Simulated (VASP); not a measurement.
Wanted: the native input for a VASP 6.6.1 run.

```
Task                   : relaxation of cell and atoms
Functional             : PBE
Potentials or basis    : VASP PAW PBE potentials, release 64 (Li_sv, Ca_sv, O)
Cutoff                 : 750 eV
k mesh                 : 6 × 6 × 4
Occupations            : gaussian, width 0.1 eV
Spin                   : no spin polarisation
Dipole correction      : no
Further INCAR settings : ALGO = Normal; EDIFF = 1e-07; IBRION = 2; EDIFFG = -0.04; NSW = 90; ISIF = 3
```

The structure of Li2CaO2 lies in POSCAR:

```
Li2CaO2
1.0
    3.7238576369      0.0000000000      0.0000000000
    0.0000000000      3.7238576369      0.0000000000
    0.0000000000      0.0000000000      5.3235762966
Li Ca O
2 1 2
Direct
    0.0000000000      0.0000000000      0.0000000000
    0.5000000000      0.5000000000      0.5000000000
    0.0000000000      0.0000000000      0.5000000000
    0.5000000000      0.0000000000      0.7121283689
    0.0000000000      0.5000000000      0.2878716311
```

These files were run (other wordings do the same):

INCAR

```
PREC = Accurate
ENCUT = 750
EDIFF = 1E-7
ISMEAR = 0
SIGMA = 0.1
LREAL = F
LASPH = T
NELM = 120
ALGO = Normal
ISIF = 3
LWAVE = F
LCHARG = F
GGA = PE
IBRION = 2
NSW = 90
EDIFFG = -0.04
GGA_COMPAT = F
NELMIN = 4
```

KPOINTS

```
Automatic mesh
0
Gamma
  6 6 4
```

Potentials or basis: VASP PAW PBE potentials, release 64 (Li_sv, Ca_sv, O).

Command:

```console
$ cat potpaw_PBE.64/Li_sv/POTCAR potpaw_PBE.64/Ca_sv/POTCAR potpaw_PBE.64/O/POTCAR > POTCAR
$ mpirun -np 1 vasp_std > vasp.out
```

Results of the run:

```yaml
Relaxed_volume: 14.82 Å³/atom
Relaxed_cell: a = 3.729 Å, b = 3.729 Å, c = 5.327 Å, α = 90.00°, β = 90.00°, γ = 90.00°
Space_group_after_relaxing_to_0.05_Å: P-4m2 (No. 115)
Energy_gained_by_relaxing: 0.1 meV/atom
Ionic_steps: 2
Pressure_after_relaxing: -0.1 GPa
Largest_force_after_relaxing: 0.008 eV/Å
Band_gap_on_the_k_mesh: 3.45 eV, indirect (least direct gap 3.63 eV)
```

Wall time 43 s on 1 thread of Intel(R) Xeon(R) 6975P-C (Granite Rapids) (shared host), peak memory 0.29 GiB.
